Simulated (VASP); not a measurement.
# W (Im-3m) in VASP: further runs

W is run at these levels: PBEsol; tasks: single point, relaxation of cell and atoms.

Everything below comes from runs of VASP 6.6.1. Logs are shortened: lines on timing, memory, paths and dates and some standing lists are left out, and cuts for length are marked.

## 1. The cell of the first run

Symmetry: Im-3m, No. 229, cubic system. The conventional cell has a = 3.170 Å, b = 3.170 Å, c = 3.170 Å, α = 90.00°, β = 90.00°, γ = 90.00°. W (site symmetry m-3m) has 14 W at 2.75 to 3.17 Å within 3.6 Å.

## 2. Single point, PBEsol

Contents of INCAR:

```
SYSTEM = W
  PREC = Accurate
  ENCUT = 520
  EDIFF = 1E-6
  ISMEAR = 0
  SIGMA = 0.1
  LREAL = .FALSE.
  LASPH = .TRUE.
  NELM = 60
  ALGO = Normal
  ISIF = 2
  LWAVE = .FALSE.
  LCHARG = .FALSE.
  GGA = PS
  NBANDS = 13
```

Contents of KPOINTS:

```
Automatic mesh
0
G
  8 8 8
  0 0 0
```

Contents of POSCAR:

```
W
1.0
   -1.5851577800      1.5851577800      1.5851577800
    1.5851577800     -1.5851577800      1.5851577800
    1.5851577800      1.5851577800     -1.5851577800
W
1
Direct
    0.0000000000      0.0000000000      0.0000000000
```

Potentials or basis: VASP PAW PBE potentials, release 64 (W_sv).

Command:

```sh
> cat potpaw_PBE.64/W_sv/POTCAR > POTCAR
> mpirun -np 1 vasp_std > vasp.out
```

OUTCAR:

```text
SYSTEM = W
   PREC = Accurate
   ENCUT = 520
   EDIFF = 1E-6
   ISMEAR = 0
   LREAL = .FALSE.
   LASPH = .TRUE.
   NELM = 60
   ISIF = 2
   GGA = PS

 ion  position               nearest neighbor table
   1  0.000  0.000  0.000-

  LATTYP: Found a body centered cubic cell.
 ALAT       =     3.1703155600

  Lattice vectors:

 A1 = (  -1.5851577800,   1.5851577800,   1.5851577800)
 A2 = (   1.5851577800,  -1.5851577800,   1.5851577800)
 A3 = (   1.5851577800,   1.5851577800,  -1.5851577800)

Analysis of symmetry for initial positions (statically):
=====================================================================
 Subroutine PRICEL returns:
 Original cell was already a primitive cell.

 Routine SETGRP: Setting up the symmetry group for a
 body centered cubic supercell.

 Subroutine GETGRP returns: Found 48 space group operations
 (whereof 48 operations were pure point group operations)
 out of a pool of 48 trial point group operations.

The static configuration has the point symmetry O_h .

Analysis of symmetry for dynamics (positions and initial velocities):
=====================================================================
 Subroutine PRICEL returns:
 Original cell was already a primitive cell.

 Routine SETGRP: Setting up the symmetry group for a
 body centered cubic supercell.

 Subroutine GETGRP returns: Found 48 space group operations
 (whereof 48 operations were pure point group operations)
 out of a pool of 48 trial point group operations.

The dynamic configuration has the point symmetry O_h .

 Subroutine INISYM returns: Found 48 space group operations
 (whereof 48 operations are pure point group operations),
 and found     1 'primitive' translations

----------------------------------------------------------------------------------------

                                     Primitive cell

  volume of cell :      15.9323

  direct lattice vectors                    reciprocal lattice vectors
    -1.585157780  1.585157780  1.585157780     0.000000000  0.315426014  0.315426014
     1.585157780 -1.585157780  1.585157780     0.315426014  0.000000000  0.315426014
     1.585157780  1.585157780 -1.585157780     0.315426014  0.315426014  0.000000000

[... 78 lines left out ...]
   LASPH  =      T    aspherical Exc in radial PAW
   ENCUT  =  520.0 eV  38.22 Ry    6.18 a.u.   5.10  5.10  5.10*2*pi/ulx,y,z
   NELM   =     60;   NELMIN=  2; NELMDL= -5     # of ELM steps
   EDIFF  = 0.1E-05   stopping-criterion for ELM
   LREAL  =      F    real-space projection
   EDIFFG = 0.1E-04   stopping-criterion for IOM
   NSW    =      0    number of steps for IOM
   IBRION =     -1    ionic relax: 0-MD 1-quasi-New 2-CG
   NFREE  =      0    steps in history (QN), initial steepest desc. (CG)
   ISIF   =      2    stress and relaxation
   ISYM   =      2    0-nonsym 1-usesym 2-fastsym
   POTIM  = 0.5000    time-step for ionic-motion
   TEBEG  =    0.0;   TEEND  =   0.0 temperature during run
   PSTRESS=    0.0 pullay stress
   NELECT =      14.0000    total number of electrons
   NUPDOWN=      -1.0000    fix difference up-down
   EMIN   =  10.00;   EMAX   =-10.00  energy-range for DOS
   EFERMI =   0.00;   METHOD = LEGACY
   ISMEAR =     0;   SIGMA  =   0.10  broadening in eV -4-tet -1-fermi 0-gaus
   EFERMI_NEDOS =   21; number of points for ismear=-14 and -15
   IALGO  =     38    algorithm
   IMIX   =      4    mixing-type and parameters
     AMIX     =   0.40;   BMIX     =  1.00
     AMIX_MAG =   1.60;   BMIX_MAG =  1.00
  volume/ion in A,a.u.               =      15.93       107.52
  Fermi-wavevector in a.u.,A,eV,Ry     =   1.568044  2.963174 33.453504  2.458763
  Thomas-Fermi vector in A             =   2.670134
   LORBIT       =      0    0 simple, 1 ext, 2 COOP (PROOUT), +10 PAW based schemes
   GGA     = PS    functional components
   LHFCALC =     F    Hartree Fock is set to
   AEXX    =    0.0000 exact exchange contribution
   IVDW    =     0    specifies the selected vdW correction
   LEPSILON=     F    determine dielectric tensor
   LRPA    =     F    only Hartree local field effects (RPA)
 non-spin polarized calculation
 Gauss-broadening in eV      SIGMA  =   0.10
  energy-cutoff  :      520.00
  volume of cell :       15.93
 maximum number of plane-waves:       439
   NGX = 11   NGY = 11   NGZ = 11

 number of electron      14.0000003 magnetization

 Free energy of the ion-electron system (eV)
  ---------------------------------------------------
  ext. energy  EPLUGINS =         0.00000000
  ---------------------------------------------------
  free energy    TOTEN  =       -13.80263109 eV

  energy without entropy =      -13.80262911  energy(sigma->0) =      -13.80263010

 E-fermi :  10.9790     XC(G=0): -13.7321

 val. band max:       10.6985953769   @ k =   0.1250   0.0000   0.0000
 cond. band min:      11.2605113571   @ k =  -0.2500   0.2500   0.1250
 fundamental gap:      0.5619159803
 Fermi energy:        10.9789598130

 k-point     1 :       0.0000    0.0000    0.0000
  band No.  band energies     occupation
      1     -62.9497      2.00000
      2     -26.5150      2.00000
      3     -26.5150      2.00000
      4     -26.5150      2.00000
      5       1.5772      2.00000
      6       9.9789      2.00000
      7       9.9789      2.00000
      8       9.9789      2.00000
      9      13.4245      0.00000
     10      13.4245      0.00000
     11      25.7319      0.00000
     12      25.7319      0.00000
     13      25.7319      0.00000
[... 354 lines left out ...]
  band No.  band energies     occupation
      1     -62.7860      2.00000
      2     -27.4660      2.00000
      3     -27.1097      2.00000
      4     -26.9910      2.00000
      5       6.6663      2.00000
      6       7.3886      2.00000
      7      10.6796      1.99998
      8      11.4668      0.00000
      9      14.9163      0.00000
     10      15.5452      0.00000
     11      24.8314      0.00000
     12      27.3370      0.00000
     13      28.4830      0.00000

 [... further k-points ...]
[... 5 lines left out ...]
  --------------------------------------------------------------------------------------
  -------------------------------------------------------------------------------------
  Total       -0.3794544     -0.3794544     -0.3794544     -0.0000000     -0.0000000      0.0000000
  in kB      -38.1586247    -38.1586247    -38.1586247     -0.0000000     -0.0000000      0.0000000
  external PRESSURE =     -38.1586247 kB  Pullay stress =       0.0000000 kB

 VOLUME and BASIS-vectors are now :
 -----------------------------------------------------------------------------
  energy-cutoff  :      520.00
  volume of cell :       15.93
      direct lattice vectors                 reciprocal lattice vectors
    -1.585157780  1.585157780  1.585157780     0.000000000  0.315426014  0.315426014
     1.585157780 -1.585157780  1.585157780     0.315426014  0.000000000  0.315426014
     1.585157780  1.585157780 -1.585157780     0.315426014  0.315426014  0.000000000

 POSITION                                       TOTAL-FORCE (eV/Angst)
 -----------------------------------------------------------------------------------
      0.00000      0.00000      0.00000         0.000000     -0.000000     -0.000000
 -----------------------------------------------------------------------------------
    total drift:                                0.000000     -0.000000      0.000000

  FREE ENERGIE OF THE ION-ELECTRON SYSTEM (eV)
  ---------------------------------------------------
  free  energy   TOTEN  =       -13.8026310869 eV

  energy  without entropy=      -13.8026291089  energy(sigma->0) =      -13.80263010
```

OSZICAR:

```text
N       E                     dE             d eps       ncg     rms          rms(c)
DAV:   1     0.859005251797E+02    0.85901E+02   -0.76037E+03   754   0.123E+03
DAV:   2    -0.126711920761E+02   -0.98572E+02   -0.94095E+02   824   0.321E+02
DAV:   3    -0.144842193715E+02   -0.18130E+01   -0.18079E+01   819   0.414E+01
DAV:   4    -0.144911511032E+02   -0.69317E-02   -0.69314E-02   824   0.287E+00
DAV:   5    -0.144912080018E+02   -0.56899E-04   -0.56900E-04   849   0.245E-01    0.214E+01
DAV:   6    -0.139535599541E+02    0.53765E+00   -0.43734E-01   784   0.870E+00    0.851E+00
DAV:   7    -0.138083029610E+02    0.14526E+00   -0.22501E-01   829   0.592E+00    0.658E-01
DAV:   8    -0.138026512643E+02    0.56517E-02   -0.42010E-03   774   0.857E-01    0.831E-02
DAV:   9    -0.138026326992E+02    0.18565E-04   -0.68822E-05   837   0.967E-02    0.547E-02
DAV:  10    -0.138026308377E+02    0.18615E-05   -0.92689E-06   834   0.423E-02    0.945E-03
DAV:  11    -0.138026310869E+02   -0.24915E-06   -0.20781E-07   457   0.533E-03
   1 F= -.13802631E+02 E0= -.13802630E+02  d E =-.197795E-05
```

Wall time 2.9 s (1 thread of Intel Xeon 6975P-C (Granite Rapids), shared host); peak memory 0.12 GiB.

What came out:

- Free energy: -13.8026 eV
- Pressure: -3.8 GPa
- Band gap on the k mesh: zero (band 7 reaches 16.35 eV, above the bottom of band 8 at 9.98 eV)

Caveat: the PAW data sets were made with another functional, which shifts forces and pressure a little; spin-orbit coupling is left out, which moves the levels of the heavy elements.

## 3. Single point, PBEsol

This run uses another cell than the first one, of 15.69 Å³/atom, 0.985 times its volume.

Contents of INCAR:

```
SYSTEM = W
  ALGO = Normal
  EDIFF = 1E-6
  ENCUT = 520
  GGA = PS
  ISIF = 2
  ISMEAR = 0
  LASPH = .True.
  LCHARG = .False.
  LREAL = .False.
  LWAVE = .False.
  NBANDS = 13
  NELM = 60
  PREC = Accurate
  SIGMA = 0.1
```

Contents of KPOINTS:

```
k-points
0
Gamma
  18 18 18
  0 0 0
```

Contents of POSCAR:

```
W
1.0
   -1.5771639877      1.5771639877      1.5771639877
    1.5771639877     -1.5771639877      1.5771639877
    1.5771639877      1.5771639877     -1.5771639877
W
1
Direct
    0.0000000000      0.0000000000      0.0000000000
```

Potentials or basis: VASP PAW PBE potentials, release 64 (W_sv).

Command:

```sh
> cat potpaw_PBE.64/W_sv/POTCAR > POTCAR
> mpirun -np 1 vasp_std > vasp.out
```

It took 12 s on 1 thread of Intel Xeon 6975P-C (Granite Rapids), shared host; peak memory 0.15 GiB.

It converged, with:

```
Free energy            : -13.8015 eV
Pressure               : 0.7 GPa
Band gap on the k mesh : zero (band 7 reaches 16.67 eV, above the bottom of band 8 at 10.17 eV)
```

Levels at points of the mesh, in eV from the Fermi level:
```
           k point  band 5  band 6  band 7  band 8  band 9  band 10
(0.00, 0.00, 0.00)   -9.70   -1.24   -1.24   -1.24    2.27     2.27
(0.50, 0.00, 0.00)   -6.35   -3.61    0.74    2.17    3.16     6.27
(0.50, 0.50, 0.50)   -5.93   -5.93    5.26    5.26    5.26     8.34
```

Caveat: the PAW data sets were made with another functional, which shifts forces and pressure a little; spin-orbit coupling is left out, which moves the levels of the heavy elements.

## 4. Relaxation of cell and atoms, PBEsol

Contents of INCAR:

```
SYSTEM = W
ALGO = Normal ; EDIFF = 1E-6
EDIFFG = -0.005 ; ENCUT = 600
GGA = PS ; IBRION = 2
ISIF = 3 ; ISMEAR = 0
LASPH = .True. ; LCHARG = .False.
LREAL = .False. ; LWAVE = .False.
NELM = 100 ; NSW = 100
PREC = Accurate ; SIGMA = 0.1
```

KPOINTS is that of step 3.

Contents of POSCAR:

```
W
1.0
   -1.5851577800      1.5851577800      1.5851577800
    1.5851577800     -1.5851577800      1.5851577800
    1.5851577800      1.5851577800     -1.5851577800
W
1
Direct
    0.0000000000      0.0000000000      0.0000000000
```

Command:

```sh
> cat potpaw_PBE.64/W_sv/POTCAR > POTCAR
> mpirun -np 1 vasp_std > vasp.out
```

Run time: 32 s. Hardware: 1 thread of Intel Xeon 6975P-C (Granite Rapids), shared host; peak memory 0.18 GiB.

The run converged. Its results:

| Quantity | Value |
| --- | --- |
| Free energy | -13.8018 eV |
| Relaxed volume | 15.73 Å³/atom |
| Relaxed cell | a = 2.734 Å, b = 2.734 Å, c = 2.734 Å, α = 109.47°, β = 109.47°, γ = 109.47° |
| Space group after relaxing (to 0.05 Å) | Im-3m (No. 229) |
| Energy gained by relaxing | 2.7 meV/atom |
| Ionic steps | 4 |
| Pressure after relaxing | 0.0 GPa |
| Band gap on the k mesh | zero (band 7 reaches 16.63 eV, above the bottom of band 8 at 10.14 eV) |

The path:
```csv
step,energy change (eV),largest force (eV/Å),pressure (GPa),volume (Å³)
1,0.0000,0.0000,-4.16,15.93
2,0.0350,0.0000,17.25,15.00
3,-0.0027,0.0000,-0.08,15.73
4,-0.0027,0.0000,-0.01,15.73
```

Final structure:
```xyz
1
Lattice="-1.5783 1.5783 1.5783 1.5783 -1.5783 1.5783 1.5783 1.5783 -1.5783" Properties=species:S:1:pos:R:3 pbc="T T T"
W     0.0000    0.0000    0.0000
```

Levels at points of the mesh, in eV from the Fermi level:
| k point | band 4 | band 5 | band 6 | band 7 | band 8 | band 9 | band 10 | band 11 |
| --- | --- | --- | --- | --- | --- | --- | --- | --- |
| (0.00, 0.00, 0.00) | -37.67 | -9.69 | -1.24 | -1.24 | -1.24 | 2.26 | 2.26 | 14.57 |
| (0.50, 0.00, 0.00) | -37.68 | -6.33 | -3.60 | 0.73 | 2.17 | 3.15 | 6.25 | 11.21 |
| (0.50, 0.50, 0.50) | -38.60 | -5.91 | -5.91 | 5.24 | 5.24 | 5.24 | 8.33 | 8.33 |

Caveat: the PAW data sets were made with another functional, which shifts forces and pressure a little; spin-orbit coupling is left out, which moves the levels of the heavy elements.

## 5. Overview

| task | cell | k mesh | cutoff (eV) | gap on the mesh (eV) | pressure (GPa) |
| --- | --- | --- | --- | --- | --- |
| single point | a = 2.746 Å, angles 109.5°, 1 atom | 8 × 8 × 8 | 520 | none | -3.8 |
| single point | a = 2.732 Å, angles 109.5°, 1 atom | 18 × 18 × 18 | 520 | none | 0.7 |
| relaxation of cell and atoms | relaxed from a = 2.746 Å, angles 109.5°, 1 atom | 18 × 18 × 18 | 600 | none | 0.0 |

Alike in all rows: level PBEsol; potentials or basis VASP PAW PBE potentials, release 64 (W_sv); no spin polarisation; smearing gaussian 0.1 eV.

Caveats: the PAW data sets were made with another functional, which shifts forces and pressure a little; spin-orbit coupling is left out, which moves the levels of the heavy elements.

Absolute energies hang on the potentials; compare differences alone.
